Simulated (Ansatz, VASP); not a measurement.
**NaCl: VASP beside Ansatz**

The input INCAR:

```
ALGO = Normal ; EDIFF = 1E-6
ENCUT = 520 ; GGA = PS
ISIF = 2 ; ISMEAR = 0
LASPH = True ; LCHARG = True
LELF = True ; LREAL = False
LVHAR = True ; LWAVE = False
NBANDS = 14 ; NELM = 80
PREC = Accurate ; SIGMA = 0.01
```

The input KPOINTS:

```
k-points
0
Gamma
  8 8 8
```

File POSCAR:

```
NaCl
1.0
    0.0000000000      2.8009525376      2.7869477749
    2.8009525376      0.0000000000      2.7869477749
    2.8009525376      2.8009525376      0.0000000000
Na Cl
1 1
Direct
    0.0000000000      0.0000000000      0.0000000000
    0.5000000000      0.5000000000      0.5000000000
```

Input for Ansatz:

```yaml
crystal:
  lattice:
    - [0.0, 2.80095253761, 2.78694777492]
    - [2.80095253761, 0.0, 2.78694777492]
    - [2.80095253761, 2.80095253761, 0.0]
  atoms:
    - { symbol: Na, position: [0.0, 0.0, 0.0] }
    - { symbol: Cl, position: [0.5, 0.5, 0.5] }
kpoints:
  mp_grid: { grid: [8, 8, 8] }
scf:
  occupations: { method: fixed }
  convergence: { dr2_threshold: 1.0e-10 }
hamiltonian:
  xc: pbesol
  pseudopotentials: { kind: all_electron, lapw: { basis_error: 0.0005 } }
output:
  forces: true
  stress: true
  eigenstates:
    kpoints:
      - [0.0, 0.0, 0.0]
      - [-0.5, 0.0, -0.5]
      - [0.0, -0.5, -0.5]
      - [-0.5, -0.5, 0.0]
      - [-0.5, 0.0, 0.0]
      - [0.0, -0.5, 0.0]
      - [0.0, 0.0, -0.5]
      - [-0.5, -0.5, -0.5]
  eigenvalues: true
```

Change from the starting cell: z stretched by -0.5 %, x and y held.

Alike in both runs: task single point; functional PBEsol; k mesh 8 × 8 × 8; no spin polarisation.

|  | VASP | Ansatz |
| --- | --- | --- |
| version | VASP 6.6.1 | Ansatz 0.2.0 |
| potentials or method | VASP PAW PBE potentials, release 64 (Na_pv, Cl), cutoff 520 eV | all-electron LAPW, scalar-relativistic |
| occupations | gaussian, width 0.01 eV | fixed |

```tsv
	VASP	Ansatz	Ansatz less VASP
gap on the k mesh at the Fermi level (eV)	5.02	5.03	+0.004
pressure (GPa)	0.2	0.1	-0.02
traceless stress, the component that is largest in VASP (GPa)	0.15	0.15	-0.003
```

VASP's potentials were made for PBE, not for PBEsol. Ansatz ran all-electron here, and VASP with PAW potentials.
